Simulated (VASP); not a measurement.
A run of VASP 6.6.1:

Contents of INCAR:

```
PREC = Accurate ; ENCUT = 600
EDIFF = 1E-7 ; ISMEAR = -1
SIGMA = 0.05 ; LREAL = False
LASPH = True ; NELM = 60
ALGO = Normal ; ISIF = 3
LWAVE = False ; LCHARG = False
GGA = PS ; IVDW = 13
IBRION = 2 ; NSW = 60
EDIFFG = -0.01
```

Contents of KPOINTS:

```
regular mesh
0
Gamma
  8 8 8
```

Contents of POSCAR:

```
PbS
1.0
    0.0000000000      2.9657500000      2.9657500000
    2.9657500000      0.0000000000      2.9657500000
    2.9657500000      2.9657500000      0.0000000000
Pb S
1 1
Direct
    0.0000000000      0.0000000000      0.0000000000
    0.5000000000      0.5000000000      0.5000000000
```

Potentials or basis: VASP PAW PBE potentials, release 64 (Pb_d, S).

Run with:

```bash
$ cat potpaw_PBE.64/Pb_d/POTCAR potpaw_PBE.64/S/POTCAR > POTCAR
$ mpirun -np 1 vasp_std > vasp.out
```

Hardware: 1 thread of Intel(R) Xeon(R) Platinum 8488C (Sapphire Rapids) (shared host).

**Question.** Estimate the wall time of this run.

**Answer.** Wall time 56 s on 1 thread of Intel(R) Xeon(R) Platinum 8488C (Sapphire Rapids) (shared host), peak memory 0.21 GiB. Counts: scf iterations 31, k points 29, ion steps 3.
